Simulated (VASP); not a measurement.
# GePt in VASP: a series of runs, part 3 of 3

VASP 6.6.1.

**4. Relaxation of cell and atoms, PBE**

This run uses another cell than the first one, of 21.62 Å³/atom.

INCAR

```
  PREC = Accurate
  ENCUT = 600
  EDIFF = 1E-6
  ISMEAR = 0
  SIGMA = 0.1
  LREAL = False
  LASPH = True
  NELM = 100
  ALGO = Normal
  ISIF = 3
  LWAVE = False
  LCHARG = False
  GGA = PE
  IBRION = 2
  NSW = 90
  EDIFFG = -0.04
```

KPOINTS

```
regular mesh
0
Gamma
  6 6 4
```

POSCAR

```
GePt
1.0
    1.7600176500     -2.8855881200      0.0000000000
    1.7600176500      2.8855881200      0.0000000000
    0.0000000000      0.0000000000      4.2569580000
Ge Pt
1 1
Direct
    0.5000000000      0.5000000000      0.0000000000
    0.5000000000      0.5000000000      0.5000000000
```

Potentials or basis: VASP PAW PBE potentials, release 64 (Ge_d, Pt).

Run with:

```console
$ cat potpaw_PBE.64/Ge_d/POTCAR potpaw_PBE.64/Pt/POTCAR > POTCAR
$ mpirun -np 1 vasp_std > vasp.out
```

OUTCAR:

```text
PREC = Accurate
   ENCUT = 600
   EDIFF = 1E-6
   ISMEAR = 0
   LREAL = False
   LASPH = True
   NELM = 100
   ISIF = 3
   GGA = PE
   IBRION = 2
   NSW = 90
   EDIFFG = -0.04

 ion  position               nearest neighbor table
   1  0.500  0.500  0.000-   2 2.13   2 2.13
   2  0.500  0.500  0.500-   1 2.13   1 2.13

  LATTYP: Found a base centered orthorhombic cell.
 ALAT       =     3.5200353000
 B/A-ratio  =     1.6395222627
 C/A-ratio  =     1.2093509403

  Lattice vectors:

 A1 = (   1.7600176500,  -2.8855881200,   0.0000000000)
 A2 = (   1.7600176500,   2.8855881200,   0.0000000000)
 A3 = (   0.0000000000,   0.0000000000,   4.2569580000)

Analysis of symmetry for initial positions (statically):
=====================================================================
 Subroutine PRICEL returns:
 Original cell was already a primitive cell.

 Routine SETGRP: Setting up the symmetry group for a
 base centered orthorhombic supercell.

 Subroutine GETGRP returns: Found  8 space group operations
 (whereof  8 operations were pure point group operations)
 out of a pool of  8 trial point group operations.

The static configuration has the point symmetry D_2h.

Analysis of symmetry for dynamics (positions and initial velocities):
=====================================================================
 Subroutine PRICEL returns:
 Original cell was already a primitive cell.

 Routine SETGRP: Setting up the symmetry group for a
 base centered orthorhombic supercell.

 Subroutine GETGRP returns: Found  8 space group operations
 (whereof  8 operations were pure point group operations)
 out of a pool of  8 trial point group operations.

The dynamic configuration has the point symmetry D_2h.

 Subroutine INISYM returns: Found  8 space group operations
 (whereof  8 operations are pure point group operations),
 and found     1 'primitive' translations

[... 105 lines left out ...]
   NELECT =      24.0000    total number of electrons
   NUPDOWN=      -1.0000    fix difference up-down
   EMIN   =  10.00;   EMAX   =-10.00  energy-range for DOS
   EFERMI =   0.00;   METHOD = LEGACY
   ISMEAR =     0;   SIGMA  =   0.10  broadening in eV -4-tet -1-fermi 0-gaus
   EFERMI_NEDOS =   21; number of points for ismear=-14 and -15
   IALGO  =     38    algorithm
   IMIX   =      4    mixing-type and parameters
     AMIX     =   0.40;   BMIX     =  1.00
     AMIX_MAG =   1.60;   BMIX_MAG =  1.00
  volume/ion in A,a.u.               =      21.62       145.90
  Fermi-wavevector in a.u.,A,eV,Ry     =   1.345401  2.542439 24.627949  1.810103
  Thomas-Fermi vector in A             =   2.473317
   LORBIT       =      0    0 simple, 1 ext, 2 COOP (PROOUT), +10 PAW based schemes
   GGA     = PE    functional components
   LHFCALC =     F    Hartree Fock is set to
   AEXX    =    0.0000 exact exchange contribution
   IVDW    =     0    specifies the selected vdW correction
   LEPSILON=     F    determine dielectric tensor
   LRPA    =     F    only Hartree local field effects (RPA)
 conjugate gradient relaxation of ions
 non-spin polarized calculation
 Gauss-broadening in eV      SIGMA  =   0.10
  energy-cutoff  :      600.00
  volume of cell :       43.24
 maximum number of plane-waves:      1465
   NGX = 13   NGY = 13   NGZ = 17

--------------------------------------- Ionic step        1  -------------------------------------------

 number of electron      23.9999999 magnetization

 Free energy of the ion-electron system (eV)
  ---------------------------------------------------
  ext. energy  EPLUGINS =         0.00000000
  ---------------------------------------------------
  free energy    TOTEN  =        -8.60884607 eV

  energy without entropy =       -8.60403586  energy(sigma->0) =       -8.60644096

------------------------ aborting loop because EDIFF is reached ----------------------------------------

  FORCE on cell =-STRESS in cart. coord.  units (eV):
  Direction    XX          YY          ZZ          XY          YZ          ZX
  --------------------------------------------------------------------------------------
  -------------------------------------------------------------------------------------
  Total       -2.3007873     -2.6763306     21.3401133      0.0000000      0.0000000      0.0000000
  in kB      -85.2523424    -99.1675580    790.7270189      0.0000000      0.0000000      0.0000000
  external PRESSURE =     202.1023729 kB  Pullay stress =       0.0000000 kB
[... 1010 lines left out ...]
      5     -10.3766      2.00000
      6       5.2060      2.00000
[... 8 lines left out ...]
     15      21.3385      0.00000
     16      25.0450      0.00000

 [... further k-points ...]

[... ionic steps 4 to 21 ...]

--------------------------------------- Ionic step       22  -------------------------------------------

 number of electron      23.9999998 magnetization

------------------------ aborting loop because EDIFF is reached ----------------------------------------
[... 67 lines left out ...]
--------------------------------------- Ionic step       24  -------------------------------------------

 number of electron      23.9999999 magnetization

 Free energy of the ion-electron system (eV)
  ---------------------------------------------------
  ext. energy  EPLUGINS =         0.00000000
  ---------------------------------------------------
  free energy    TOTEN  =       -10.71109643 eV

  energy without entropy =      -10.70418225  energy(sigma->0) =      -10.70763934

 E-fermi :   8.2197     XC(G=0): -12.1759

 val. band max:        8.2094057127   @ k =   0.1667   0.1667   0.0000
 cond. band min:       8.2825284418   @ k =   0.5000   0.3333   0.0000
 fundamental gap:      0.0731227291
 Fermi energy:         8.2197331950
[... 485 lines left out ...]
  FREE ENERGIE OF THE ION-ELECTRON SYSTEM (eV)
  ---------------------------------------------------
  free  energy   TOTEN  =       -10.7110964304 eV

  energy  without entropy=      -10.7041822485  energy(sigma->0) =      -10.70763934

 reached required accuracy - stopping structural energy minimisation
```

CONTCAR:

```text
GePt
   1.00000000000000
     1.3948942199961292   -2.4171778855381967    0.0000000000000000
     1.3948942199961292    2.4171778855381967    0.0000000000000000
     0.0000000000000000    0.0000000000000000    5.0929681183725481
  Ge              Pt
     1     1
Direct
     0.5000000000000000    0.5000000000000000    0.0000000000000000
     0.5000000000000000    0.5000000000000000    0.5000000000000000

  0.00000000E+00  0.00000000E+00  0.00000000E+00
  0.00000000E+00  0.00000000E+00  0.00000000E+00
```

Run time: 4.6 min. Hardware: 1 thread of Intel Xeon 6975P-C (Granite Rapids), shared host; peak memory 0.21 GiB.

What came out:

* Free energy: -10.7111 eV
* Relaxed volume: 17.17 Å³/atom
* Relaxed cell: a = 2.791 Å, b = 2.791 Å, c = 5.093 Å, α = 90.00°, β = 90.00°, γ = 120.02°
* Space group after relaxing (to 0.1 Å): P6/mmm (No. 191)
* Pressure after relaxing: 0.1 GPa
* Band gap on the k mesh: zero (bands 12 and 13 overlap by 1.69 eV)

Final structure:
```xyz
2
Lattice="1.3949 -2.4172 0.0000 1.3949 2.4172 0.0000 0.0000 0.0000 5.0930" Properties=species:S:1:pos:R:3 pbc="T T T"
Ge    1.3949    0.0000    0.0000
Pt    1.3949    0.0000    2.5465
```

Caveat: the k points lie up to 0.43 Å⁻¹ apart in the final cell, too coarse for converged energies and pressures of a metal; the volume moved by over 15 % at a fixed basis, so the end points are rough; spin-orbit coupling is left out, which moves the levels of the heavy elements.

**5. Single point, PBE**

This run uses another cell than the first one, of 17.35 Å³/atom.

INCAR

```
SYSTEM = GePt
  ALGO = Normal
  EDIFF = 1E-6
  ENCUT = 520
  GGA = PE
  ISIF = 2
  ISMEAR = 0
  LASPH = .True.
  LCHARG = .False.
  LREAL = .False.
  LWAVE = .False.
  NBANDS = 19
  NELM = 100
  PREC = Accurate
  SIGMA = 0.1
```

KPOINTS

```
k-points
0
Gamma
  24 24 12
  0 0 0
```

POSCAR

```
GePt
1.0
    2.8058694896      0.0000000000      0.0000000000
   -1.4029347448      2.4299542577      0.0000000000
    0.0000000000      0.0000000000      5.0890253613
Ge Pt
1 1
Direct
    0.0000000000      0.0000000000      0.0000000000
    0.0000000000      0.0000000000      0.5000000000
```

Run with:

```console
$ cat potpaw_PBE.64/Ge_d/POTCAR potpaw_PBE.64/Pt/POTCAR > POTCAR
$ mpirun -np 1 vasp_std > vasp.out
```

It took 79 s on 1 thread of Intel Xeon 6975P-C (Granite Rapids), shared host; peak memory 0.4 GiB.

It converged, with:

* Free energy: -10.6446 eV
* Pressure: 0.0 GPa
* Band gap on the k mesh: zero (bands 12 and 13 overlap by 1.91 eV)

Stress tensor (GPa, compression positive):
```
-0.02  0.00  0.00
 0.00 -0.02  0.00
 0.00  0.00  0.16
```

Levels at points of the mesh, in eV from the Fermi level:
| k point | band 9 | band 10 | band 11 | band 12 | band 13 | band 14 | band 15 | band 16 |
| --- | --- | --- | --- | --- | --- | --- | --- | --- |
| (0.00, 0.00, 0.00) | -2.88 | -2.88 | -1.39 | -1.02 | -1.02 | 10.06 | 10.06 | 11.74 |
| (0.50, 0.00, 0.00) | -4.31 | -1.65 | -0.18 | 0.43 | 0.76 | 2.95 | 5.56 | 6.28 |
| (0.00, 0.00, 0.50) | -2.88 | -2.88 | -1.08 | -1.08 | 4.58 | 6.37 | 10.68 | 10.68 |
| (0.50, 0.00, 0.50) | -4.13 | -1.92 | -1.78 | 0.43 | 0.81 | 3.51 | 6.34 | 9.84 |

Caveat: spin-orbit coupling is left out, which moves the levels of the heavy elements.

**6. Relaxation of cell and atoms, PBE**

INCAR

```
SYSTEM = GePt
  ALGO = Normal
  EDIFF = 1E-7
  EDIFFG = -0.01
  ENCUT = 600
  GGA = PE
  IBRION = 2
  ISIF = 3
  ISMEAR = 0
  LASPH = .TRUE.
  LCHARG = .FALSE.
  LREAL = .FALSE.
  LWAVE = .FALSE.
  NELM = 60
  NSW = 100
  PREC = Accurate
  SIGMA = 0.1
```

KPOINTS

```
k-points
0
G
  24 24 12
  0 0 0
```

POSCAR

```
GePt
1.0
    2.7919496279      0.0000000000      0.0000000000
   -1.3959748139      2.4178993038      0.0000000000
    0.0000000000      0.0000000000      5.0902296259
Ge Pt
1 1
Direct
    0.0000000000      0.0000000000      0.0000000000
    0.0000000000      0.0000000000      0.5000000000
```

Potentials or basis: VASP PAW PBE potentials, release 64 (Ge_d, Pt).

Run with:

```console
$ cat potpaw_PBE.64/Ge_d/POTCAR potpaw_PBE.64/Pt/POTCAR > POTCAR
$ mpirun -np 1 vasp_std > vasp.out
```

Run time: 4 min. Hardware: 1 thread of Intel Xeon 6975P-C (Granite Rapids), shared host; peak memory 0.44 GiB.

The run converged. Its results:

* Free energy: -10.6447 eV
* Relaxed volume: 17.35 Å³/atom
* Relaxed cell: a = 2.805 Å, b = 2.805 Å, c = 5.093 Å, α = 90.00°, β = 90.00°, γ = 120.00°
* Space group after relaxing (to 0.1 Å): P6/mmm (No. 191)
* Energy gained by relaxing: 0.8 meV/atom
* Ionic steps: 4
* Pressure after relaxing: 0.0 GPa
* Band gap on the k mesh: zero (bands 12 and 13 overlap by 1.91 eV)

The path:
```csv
step,energy change (eV),largest force (eV/Å),pressure (GPa),volume (Å³)
1,0.0000,0.0000,1.29,34.36
2,0.0001,0.0000,-1.37,35.05
3,-0.0014,0.0000,-0.06,34.70
4,-0.0015,0.0000,0.00,34.69
```

Final structure:
```yaml
crystal:
  lattice:
    - [2.80455, 0.00000, 0.00000]
    - [-1.40228, 2.42882, 0.00000]
    - [0.00000, 0.00000, 5.09318]
  atoms:
    - { symbol: Ge, position: [0.00000, 0.00000, 0.00000] }
    - { symbol: Pt, position: [0.00000, 0.00000, 0.50000] }
```

Levels at points of the mesh, in eV from the Fermi level:
```csv
k point,band 8,band 9,band 10,band 11,band 12,band 13,band 14,band 15,band 16
"(0.00, 0.00, 0.00)",-3.93,-2.88,-2.88,-1.40,-1.02,-1.02,10.08,10.08,11.72
"(0.50, 0.00, 0.00)",-4.72,-4.31,-1.65,-0.18,0.44,0.76,2.94,5.57,6.29
"(0.00, 0.00, 0.50)",-5.35,-2.88,-2.88,-1.08,-1.08,4.56,6.34,10.70,10.70
"(0.50, 0.00, 0.50)",-5.53,-4.12,-1.93,-1.77,0.44,0.82,3.52,6.35,9.86
```

Caveat: spin-orbit coupling is left out, which moves the levels of the heavy elements.

**7. The runs side by side**

| task | cell | k mesh | cutoff (eV) | gap on the mesh (eV) | pressure (GPa) | relaxed volume (Å³/atom) |
| --- | --- | --- | --- | --- | --- | --- |
| single point | a = 2.792, b = 2.792, c = 5.090 Å, angles 90.0, 90.0, 120.0°, 2 atoms | 6 × 6 × 4 | 520 | none | -0.1 | - |
| single point | a = 3.380, b = 3.380, c = 4.257 Å, angles 90.0, 90.0, 117.2°, 2 atoms | 6 × 6 × 4 | 520 | none | 20.2 | - |
| relaxation of cell and atoms | relaxed from a = 3.380, b = 3.380, c = 4.257 Å, angles 90.0, 90.0, 117.2°, 2 atoms | 6 × 6 × 4 | 600 | none | 0.1 | 17.17 |
| single point | a = 2.806, b = 2.806, c = 5.089 Å, angles 90.0, 90.0, 120.0°, 2 atoms | 24 × 24 × 12 | 520 | none | 0.0 | - |
| relaxation of cell and atoms | relaxed from a = 2.792, b = 2.792, c = 5.090 Å, angles 90.0, 90.0, 120.0°, 2 atoms | 24 × 24 × 12 | 600 | none | 0.0 | 17.35 |

Alike in all rows: level PBE; potentials or basis VASP PAW PBE potentials, release 64 (Ge_d, Pt); no spin polarisation; smearing gaussian 0.1 eV.

Caveats: some runs use coarse meshes; spin-orbit coupling is left out, which moves the levels of the heavy elements; the volume moved by over 15 % at a fixed basis, so the end points are rough (at least some runs).

Total energies depend on the potentials used, so only differences within one code and one set of settings carry meaning.
